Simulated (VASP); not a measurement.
# Al4Ga3 (R-3m) in VASP: notebook, part 2 of 2

VASP 6.6.1.

### 3 Single point, PBE

File INCAR:

```
  PREC = Accurate
  ENCUT = 520
  EDIFF = 1E-6
  ISMEAR = 0
  SIGMA = 0.1
  LREAL = False
  LASPH = True
  NELM = 80
  ALGO = Fast
  ISIF = 2
  LWAVE = False
  LCHARG = True
  GGA = PE
  LELF = True
  LVHAR = True
  NBANDS = 34
  LUSENCCL = False
```

File KPOINTS:

```
Automatic mesh
0
Gamma
  12 12 12
```

File POSCAR:

```
Al4Ga3
1.0
    1.4565078820      0.8409152178     16.6357186477
   -1.4565078820      0.8409152178     16.6357186477
    0.0000000000     -1.6818304355     16.6357186477
Al Ga
4 3
Direct
    0.4310169563      0.4310169563      0.4310169563
    0.1436463565      0.1436463565      0.1436463565
    0.8563536435      0.8563536435      0.8563536435
    0.5689830437      0.5689830437      0.5689830437
    0.7169803300      0.7169803300      0.7169803300
    0.0000000000      0.0000000000      0.0000000000
    0.2830196700      0.2830196700      0.2830196700
```

Potentials or basis: VASP PAW PBE potentials, release 64 (Al, Ga_d).

On the command line:

```
$ cat potpaw_PBE.64/Al/POTCAR potpaw_PBE.64/Ga_d/POTCAR > POTCAR
$ mpirun -np 1 vasp_std > vasp.out
```

OUTCAR:

```text
PREC = Accurate
   ENCUT = 520
   EDIFF = 1E-6
   ISMEAR = 0
   LREAL = False
   LASPH = True
   NELM = 80
   ISIF = 2
   GGA = PE

 ion  position               nearest neighbor table
   1  0.431  0.431  0.431-   2 2.84   2 2.84   2 2.84   5 2.90   5 2.90   5 2.90
   2  0.144  0.144  0.144-   1 2.84   1 2.84   1 2.84   3 2.85   3 2.85   3 2.85
   3  0.856  0.856  0.856-   4 2.84   4 2.84   4 2.84   2 2.85   2 2.85   2 2.85
   4  0.569  0.569  0.569-   3 2.84   3 2.84   3 2.84   7 2.90   7 2.90   7 2.90
   5  0.717  0.717  0.717-   1 2.90   1 2.90   1 2.90
   6  0.000  0.000  0.000-
   7  0.283  0.283  0.283-   4 2.90   4 2.90   4 2.90

  LATTYP: Found a trigonal (rhomboedric) cell.
 ALAT       =    16.7205169938
 COS(alpha) =     0.9848240366

  Lattice vectors:

 A1 = (   1.4565078820,   0.8409152178,  16.6357186477)
 A2 = (  -1.4565078820,   0.8409152178,  16.6357186477)
 A3 = (   0.0000000000,  -1.6818304355,  16.6357186477)

Analysis of symmetry for initial positions (statically):
=====================================================================
 Subroutine PRICEL returns:
 Original cell was already a primitive cell.

 Routine SETGRP: Setting up the symmetry group for a
 trigonal (rhombohedral) supercell.

 Subroutine GETGRP returns: Found 12 space group operations
 (whereof 12 operations were pure point group operations)
 out of a pool of 12 trial point group operations.

The static configuration has the point symmetry D_3d.

Analysis of symmetry for dynamics (positions and initial velocities):
=====================================================================
 Subroutine PRICEL returns:
 Original cell was already a primitive cell.

 Routine SETGRP: Setting up the symmetry group for a
 trigonal (rhombohedral) supercell.

 Subroutine GETGRP returns: Found 12 space group operations
 (whereof 12 operations were pure point group operations)
 out of a pool of 12 trial point group operations.

The dynamic configuration has the point symmetry D_3d.
[... 133 lines left out ...]
   LORBIT       =      0    0 simple, 1 ext, 2 COOP (PROOUT), +10 PAW based schemes
   GGA     = PE    functional components
   LHFCALC =     F    Hartree Fock is set to
   AEXX    =    0.0000 exact exchange contribution
   IVDW    =     0    specifies the selected vdW correction
   LEPSILON=     F    determine dielectric tensor
   LRPA    =     F    only Hartree local field effects (RPA)
 non-spin polarized calculation
 RMM-DIIS sequential band-by-band and
 Gauss-broadening in eV      SIGMA  =   0.10
  energy-cutoff  :      520.00
  volume of cell :      122.25
 maximum number of plane-waves:      3374
 NGX is ok and might be reduce to   126
   NGX = 61   NGY = 61   NGZ = 61

 number of electron      50.9999987 magnetization

 Free energy of the ion-electron system (eV)
  ---------------------------------------------------
  ext. energy  EPLUGINS =         0.00000000
  ---------------------------------------------------
  free energy    TOTEN  =       -23.57439430 eV

  energy without entropy =      -23.56085950  energy(sigma->0) =      -23.56762690

 E-fermi :   6.9406     XC(G=0): -10.5957

 val. band max:        6.9401661518   @ k =   0.4167   0.2500   0.0000
 cond. band min:       6.9412557312   @ k =  -0.2500   0.2500   0.0000
 fundamental gap:      0.0010895795
 Fermi energy:         6.9406317404

 k-point     1 :       0.0000    0.0000    0.0000
  band No.  band energies     occupation
      1      -8.0835      2.00000
      2      -8.0653      2.00000
      3      -8.0401      2.00000
      4      -8.0043      2.00000
      5      -8.0043      2.00000
      6      -7.9974      2.00000
[... 877 lines left out ...]
     33       9.4613      0.00000
     34       9.8027      0.00000

 [... further k-points ...]

------------------------ aborting loop because EDIFF is reached ----------------------------------------

  FORCE on cell =-STRESS in cart. coord.  units (eV):
  Direction    XX          YY          ZZ          XY          YZ          ZX
  --------------------------------------------------------------------------------------
  -------------------------------------------------------------------------------------
  Total        0.0304258      0.0304258      0.0239105      0.0000000      0.0000000      0.0000000
  in kB        0.3987445      0.3987445      0.3133589      0.0000000      0.0000000      0.0000000
  external PRESSURE =       0.3702826 kB  Pullay stress =       0.0000000 kB

 VOLUME and BASIS-vectors are now :
 -----------------------------------------------------------------------------
  energy-cutoff  :      520.00
  volume of cell :      122.25
      direct lattice vectors                 reciprocal lattice vectors
     1.456507882  0.840915218 16.635718648     0.343286848  0.198196754  0.020037207
    -1.456507882  0.840915218 16.635718648    -0.343286848  0.198196754  0.020037207
     0.000000000 -1.681830435 16.635718648     0.000000000 -0.396393508  0.020037207

 POSITION                                       TOTAL-FORCE (eV/Angst)
 -----------------------------------------------------------------------------------
      0.00000      0.00000     21.51083         0.000000      0.000000      0.002381
      0.00000      0.00000      7.16898         0.000000     -0.000000     -0.000128
      0.00000      0.00000     42.73817         0.000000      0.000000      0.000128
      0.00000      0.00000     28.39633         0.000000     -0.000000     -0.002381
      0.00000      0.00000     35.78245         0.000000      0.000000      0.002739
      0.00000      0.00000      0.00000        -0.000000      0.000000     -0.000000
      0.00000      0.00000     14.12471         0.000000     -0.000000     -0.002739
 -----------------------------------------------------------------------------------
    total drift:                               -0.000000      0.000000     -0.000000

  FREE ENERGIE OF THE ION-ELECTRON SYSTEM (eV)
  ---------------------------------------------------
  free  energy   TOTEN  =       -23.5743942972 eV

  energy  without entropy=      -23.5608594987  energy(sigma->0) =      -23.56762690
```

OSZICAR:

```text
N       E                     dE             d eps       ncg     rms          rms(c)
DAV:   1     0.315257477616E+03    0.31526E+03   -0.23159E+04 13562   0.211E+03
DAV:   2     0.148388063929E+02   -0.30042E+03   -0.29107E+03 13444   0.471E+02
DAV:   3    -0.224353356215E+02   -0.37274E+02   -0.36178E+02 15460   0.129E+02
DAV:   4    -0.238875702728E+02   -0.14522E+01   -0.14224E+01 16008   0.253E+01
DAV:   5    -0.239385270116E+02   -0.50957E-01   -0.50807E-01 19222   0.463E+00    0.312E+00
RMM:   6    -0.242726185058E+02   -0.33409E+00   -0.10717E+00 18270   0.487E+00    0.233E+00
RMM:   7    -0.236139774863E+02    0.65864E+00   -0.13061E-01 17369   0.120E+00    0.140E+00
RMM:   8    -0.235768729782E+02    0.37105E-01   -0.56054E-02 17484   0.126E+00    0.263E-01
RMM:   9    -0.235742781346E+02    0.25948E-02   -0.10190E-02 18347   0.546E-01    0.139E-01
RMM:  10    -0.235743559536E+02   -0.77819E-04   -0.21237E-03 18782   0.325E-01    0.981E-02
RMM:  11    -0.235743757437E+02   -0.19790E-04   -0.71013E-04 21547   0.155E-01    0.876E-03
RMM:  12    -0.235743899842E+02   -0.14241E-04   -0.19799E-04 20587   0.688E-02    0.143E-02
RMM:  13    -0.235743944225E+02   -0.44383E-05   -0.45900E-05 19627   0.337E-02    0.114E-02
RMM:  14    -0.235743957145E+02   -0.12920E-05   -0.17631E-05 15723   0.195E-02    0.769E-03
RMM:  15    -0.235743943719E+02    0.13426E-05   -0.46726E-06 12069   0.119E-02    0.247E-03
RMM:  16    -0.235743942972E+02    0.74680E-07   -0.21068E-06 10922   0.828E-03
   1 F= -.23574394E+02 E0= -.23567627E+02  d E =-.135348E-01
```

Wall time 30 min (1 × NVIDIA H100 80GB with 1 thread of AMD EPYC 7R13 (Zen 3), shared host); peak memory 3.4 GiB.

What came out:

```yaml
Free_energy: -23.5744 eV
Pressure: 0.0 GPa
Band_gap_on_the_k_mesh: zero (an odd number of electrons rules out a gap without spin polarisation)
```

Forces on the atoms (eV/Å):
```
Al   0.000  0.000  0.002
Al   0.000  0.000  0.000
Al   0.000  0.000  0.000
Al   0.000  0.000 -0.002
Ga   0.000  0.000  0.003
Ga   0.000  0.000  0.000
Ga   0.000  0.000 -0.003
```

Levels at points of the mesh, in eV from the Fermi level:
```tsv
k point	band 23	band 24	band 25	band 26	band 27	band 28
(0.00, 0.00, 0.00)	-2.62	-2.30	2.16	2.31	7.45	8.00
(0.50, 0.00, 0.00)	-3.40	-2.75	-2.70	-1.20	-0.83	0.19
(0.50, 0.50, 0.00)	-3.60	-2.79	-2.00	-1.53	-1.40	0.66
(0.50, 0.50, 0.50)	-4.34	-0.27	-0.18	4.87	4.92	10.10
```
